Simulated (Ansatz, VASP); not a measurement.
## PCS4: VASP beside Ansatz

The input INCAR:

```
SYSTEM = PCS4
PREC     = Accurate       ! precision mode
ENCUT    = 600            ! plane-wave cutoff, eV
EDIFF    = 1E-6           ! SCF threshold, eV
ISMEAR   = 0              ! smearing method
SIGMA    = 0.1            ! smearing width, eV
LREAL    = .FALSE.        ! projectors in reciprocal space
LASPH    = .TRUE.         ! aspherical terms in the spheres
NELM     = 80             ! most SCF steps
ALGO     = Normal         ! electronic algorithm
ISIF     = 3              ! what is computed and relaxed
LWAVE    = .FALSE.        ! write WAVECAR
LCHARG   = .FALSE.        ! write CHGCAR
GGA      = PE             ! functional
IVDW     = 12             ! dispersion correction
IBRION   = 2              ! ionic algorithm
NSW      = 100            ! ionic steps
EDIFFG   = -0.01          ! ionic threshold
```

KPOINTS

```
Automatic mesh
0
G
  12 12 4
  0 0 0
```

Contents of POSCAR:

```
PCS4
1.0
    3.0270281878      0.0000000000      0.0000000000
    0.0000000000      3.0270281878      0.0000000000
    0.0000000000      0.0000000000     10.0308994962
P C S
1 1 4
Direct
    0.0000000000      0.0000000000      0.0000000000
    0.5000000000      0.5000000000      0.5000000000
    0.5000000000      0.5000000000      0.1474697422
    0.0000000000      0.0000000000      0.6023500352
    0.0000000000      0.0000000000      0.3976499648
    0.5000000000      0.5000000000      0.8525302578
```

Input for Ansatz:

```yaml
crystal:
  lattice:
    - [3.0270281878, 0.0, 0.0]
    - [0.0, 3.0270281878, 0.0]
    - [0.0, 0.0, 10.0308994962]
  atoms:
    - { symbol: P, position: [0.0, 0.0, 0.0] }
    - { symbol: C, position: [0.5, 0.5, 0.5] }
    - { symbol: S, position: [0.5, 0.5, 0.1474697422] }
    - { symbol: S, position: [0.0, 0.0, 0.6023500352] }
    - { symbol: S, position: [0.0, 0.0, 0.3976499648] }
    - { symbol: S, position: [0.5, 0.5, 0.8525302578] }
basis:
  ecutwfc: 420
kpoints:
  mp_grid: { grid: [12, 12, 4] }
hamiltonian:
  xc: pbe
  dispersion: d3bj
scf:
  occupations: { method: gaussian, width: 0.1 }
output:
  forces: true
  stress: true
  eigenvalues: true
relax:
  adjacent_minimum: "off"
  f_tol: 0.01
  max_steps: 80
  cell: { stress_tol: 0.05 }
```

Change from the starting cell: species swapped into the Ti4CuAg type (P4/mmm, No. 123).

Alike in both runs: task relaxation of cell and atoms; functional PBE; dispersion D3(BJ); k mesh 12 × 12 × 4; occupations gaussian, width 0.1 eV; no spin polarisation.

```csv
,VASP,Ansatz
version,VASP 6.6.1,Ansatz 0.2.0
potentials or method,"VASP PAW PBE potentials, release 64 (P, C, S), cutoff 600 eV","scalar-relativistic, plane waves, PAW"
valence electrons in the cell,33,33
```

Ansatz gave:

```
gap on the k mesh at the Fermi level, each at its own relaxed structure (eV) : none
relaxed volume (Å³/atom)                                                     : 15.51
relaxed cell length with the largest relative difference (Å)                 : 3.069
```

Which values does VASP return?

gap on the k mesh at the Fermi level, each at its own relaxed structure (eV): none; relaxed volume (Å³/atom): 15.39; relaxed cell length with the largest relative difference (Å): 3.050.

A gap of «none» marks a metal or a gap that the smearing closes. Ansatz's warnings: dispersion switch in reach, relaxed geometry near dispersion switch.
